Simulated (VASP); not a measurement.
A run of VASP 6.6.1 is set up as follows.

INCAR

```
SYSTEM = Si2Mo
PREC = Accurate
ENCUT = 520
EDIFF = 1E-6
ISMEAR = 0
SIGMA = 0.15
LREAL = .FALSE.
LASPH = .TRUE.
NELM = 60
ALGO = Normal
ISIF = 2
LWAVE = .FALSE.
LCHARG = .FALSE.
GGA = PS
NBANDS = 18
```

File KPOINTS:

```
Automatic mesh
0
G
  20 20 20
  0 0 0
```

Contents of POSCAR:

```
Si2Mo
1.0
   -1.5950350805      1.5950350805      3.9106920000
    1.5950350805     -1.5950350805      3.9106920000
    1.5950350805      1.5950350805     -3.9106920000
Si Mo
2 1
Direct
    0.3350596655      0.3350596655      0.0000000000
    0.6649403345      0.6649403345      0.0000000000
   -0.0332488039     -0.0332488039     -0.0664976078
```

Potentials or basis: VASP PAW PBE potentials, release 64 (Si, Mo_sv).

The run is started by

```bash
$ cat potpaw_PBE.64/Si/POTCAR potpaw_PBE.64/Mo_sv/POTCAR > POTCAR
$ mpirun -np 1 vasp_std > vasp.out
```

(1) Predict the largest force.

(2) Predict the pressure.

## Answers

(1) 1.614 eV/Å.

(2) 2.0 GPa.

Caveat: the cell differs from its parent crystal (atom 3 (Mo) moved by (-0.150, +0.000) A along [1 1 0] and z); the PAW data sets were made with another functional, which shifts forces and pressure a little.
